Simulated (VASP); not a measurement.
## Ga4As3N: single point with r2SCAN

The system is Ga4As3N.

```xyz
8
Lattice="3.8102 0.0000 0.0000 0.0000 7.6830 0.0000 0.0000 0.0000 5.3050" Properties=species:S:1:pos:R:3 pbc="T T T"
N     0.0000    0.0000    0.0351
Ga    1.9051    0.0000    4.3306
Ga    0.0000    6.0643    1.1834
Ga    1.9051    3.8415    3.8497
Ga    0.0000    1.6187    1.1834
As    1.9051    5.9142    2.6608
As    0.0000    3.8415    0.0112
As    1.9051    1.7688    2.6608
```

| Item | Value |
| --- | --- |
| Program | VASP 6.6.1 |
| Task | single point |
| Functional | r2SCAN |
| Potentials or basis | VASP PAW PBE potentials, release 64 (N, Ga_d, As) |
| Cutoff | 520 eV |
| k mesh | 6 × 4 × 4 |
| Occupations | fermi-dirac, width 0.02 eV |
| Spin | no spin polarisation |

```
Pressure               : 0.2 GPa
Largest force          : 0.047 eV/Å
Band gap on the k mesh : zero (bands 36 and 37 overlap by 0.10 eV)
```

Forces on the atoms (eV/Å):
```
N    0.000  0.000 -0.047
Ga   0.000  0.000 -0.015
Ga   0.000 -0.028  0.034
Ga   0.000  0.000 -0.007
Ga   0.000  0.028  0.034
As   0.000  0.003 -0.001
As   0.000  0.000  0.002
As   0.000 -0.003 -0.001
```

Levels at points of the mesh, in eV from the Fermi level:
```tsv
k point	band 33	band 34	band 35	band 36	band 37	band 38	band 39	band 40
(0.00, 0.00, 0.00)	-1.07	-0.82	-0.58	-0.57	-0.08	1.70	2.06	3.31
(0.50, 0.00, 0.00)	-3.06	-3.04	-2.04	-1.20	1.21	1.69	1.90	2.29
(0.00, 0.50, 0.00)	-2.18	-1.49	-0.93	0.01	0.68	2.36	2.84	2.93
(0.50, 0.50, 0.00)	-3.11	-2.95	-2.84	-2.50	2.43	2.53	2.69	3.04
(0.00, 0.00, 0.50)	-1.62	-1.29	-1.19	-0.94	0.49	2.18	2.26	2.44
(0.50, 0.00, 0.50)	-2.34	-1.70	-1.69	-1.09	0.55	1.91	4.02	4.54
(0.00, 0.50, 0.50)	-1.38	-1.31	-1.30	-1.16	1.26	2.69	2.79	3.49
(0.50, 0.50, 0.50)	-2.78	-2.69	-2.39	-2.02	2.56	2.90	3.27	3.72
```

Wall time 14 min on 1 thread of Intel Xeon 6455B (shared host), peak memory 0.41 GiB.

Caveat: semilocal functionals underestimate gaps, so a narrow gap can read as zero; the PAW data sets were made with another functional, which shifts forces and pressure a little.
